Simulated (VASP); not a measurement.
Input of a VASP 6.6.1 run:

File INCAR:

```
PREC = Accurate ; ENCUT = 520
EDIFF = 1E-7 ; ISMEAR = 0
SIGMA = 0.1 ; LREAL = F
LASPH = T ; NELM = 100
ALGO = Normal ; ISIF = 2
LWAVE = F ; LCHARG = F
GGA = PE ; NBANDS = 39
```

The input KPOINTS:

```
Automatic mesh
0
Gamma
  12 12 12
```

Contents of POSCAR:

```
CuB3Os
1.0
    2.9111761720      1.6807683466      3.3591529812
   -2.9111761720      1.6807683466      3.3591529812
    0.0000000000     -3.3615366931      3.3591529812
Cu B Os
2 6 2
Direct
    0.5000000000      0.5000000000      0.5000000000
    0.0000000000      0.0000000000      0.0000000000
    0.1087085943      0.3912914057      0.7500000000
    0.3912914057      0.7500000000      0.1087085943
    0.8912914057      0.6087085943      0.2500000000
    0.2500000000      0.8912914057      0.6087085943
    0.6087085943      0.2500000000      0.8912914057
    0.7500000000      0.1087085943      0.3912914057
    0.7500000000      0.7500000000      0.7500000000
    0.2500000000      0.2500000000      0.2500000000
```

Potentials or basis: VASP PAW PBE potentials, release 64 (Cu, B, Os).

Run with:

```sh
$ cat potpaw_PBE.64/Cu/POTCAR potpaw_PBE.64/B/POTCAR potpaw_PBE.64/Os/POTCAR > POTCAR
$ mpirun -np 1 vasp_std > vasp.out
```

Question: Estimate the pressure.

Answer: 0.7 GPa.

Question: What does it give for the largest force?

Answer: 0.029 eV/Å.

Stress tensor (GPa, compression positive):
```
 1.06  0.00  0.00
 0.00  1.06  0.00
 0.00  0.00 -0.03
```
